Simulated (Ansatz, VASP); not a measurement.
Zr in VASP and in Ansatz

```
CELL_PARAMETERS angstrom
3.17721 0.00000 0.00000
-1.58860 2.75154 0.00000
0.00000 0.00000 5.05975
ATOMIC_POSITIONS crystal
Zr 0.33333 0.66667 0.25000
Zr 0.66667 0.33333 0.75000
```

Change from the starting cell: volume scaled by 0.95.

Alike in both runs: task single point; functional PBEsol; k mesh 13 × 13 × 7; occupations fermi-dirac, width 0.08 eV; no spin polarisation.

```csv
,VASP,Ansatz
version,VASP 6.6.1,Ansatz 0.2.0
potentials or method,"VASP PAW PBE potentials, release 64 (Zr_sv), cutoff 520 eV","all-electron LAPW, scalar-relativistic"
```

|  | VASP | Ansatz | Ansatz less VASP |
| --- | --- | --- | --- |
| pressure (GPa) | 1.7 | 1.7 | -0.03 |
| traceless stress, the component that is largest in VASP (GPa) | 0.76 | 0.76 | -0.002 |

VASP's potentials were made for PBE, not for PBEsol. Ansatz ran all-electron here, and VASP with PAW potentials.
